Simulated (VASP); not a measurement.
Set up this calculation in VASP 6.6.1, as the native input.

```yaml
Task: single point
Functional: LDA
Potentials_or_basis: VASP PAW LDA potentials, release 64 (Cr_pv)
Cutoff: 520 eV
k_mesh: 12 × 12 × 12
Occupations: methfessel-paxton, width 0.01 eV
Spin: collinear spin, ferromagnetic start
Starting_moments: "[3.0] μB"
Hubbard_terms: Cr d U = 5.3 eV
Dipole_correction: no
Further_INCAR_settings: ALGO = Normal; EDIFF = 1e-06; NBANDS = 16
```

The structure of Cr lies in POSCAR:

```
Cr
1.0
   -1.5135639255      1.5135639255      1.5135639255
    1.5135639255     -1.5135639255      1.5135639255
    1.5135639255      1.5135639255     -1.5135639255
Cr
1
Direct
    0.0000000000      0.0000000000      0.0000000000
```

One way to write it, as run:

INCAR

```
SYSTEM = Cr
PREC = Accurate
ENCUT = 520
EDIFF = 1E-6
ISMEAR = 1
SIGMA = 0.01
LREAL = .False.
LASPH = .True.
NELM = 150
ALGO = Normal
ISIF = 2
LWAVE = .False.
LCHARG = .True.
ISPIN = 2
MAGMOM = 3
LORBIT = 11
LMAXMIX = 4
LDAU = .True.
LDAUTYPE = 2
LDAUL = 2
LDAUU = 5.3
LDAUJ = 0
LDAUPRINT = 1
GGA = CA
LELF = .True.
LVHAR = .True.
NBANDS = 16
```

KPOINTS

```
Automatic mesh
0
Gamma
  12 12 12
  0 0 0
```

Potentials or basis: VASP PAW LDA potentials, release 64 (Cr_pv).

Launch:

```bash
$ cat potpaw_LDA.64/Cr_pv/POTCAR > POTCAR
$ mpirun -np 1 vasp_std > vasp.out
```

Results of the run:

- Pressure: 41.4 GPa
- Net moment: 4.36 μB per cell
- Site moments: Cr +4.05 μB
- Valence electrons inside the program's atomic spheres: Cr 10.93

Caveat: the cell stands under pressure; an empty level that is flat over the whole mesh can mark a ghost state of the potentials, or a narrow d or f band; the U is typed as a test and isn't derived for this compound.

Wall time 31 s on 1 thread of Intel(R) Xeon(R) Platinum 8259CL CPU @ 2.50GHz (Skylake/Cascade Lake), with other jobs on the host, peak memory 0.14 GiB.
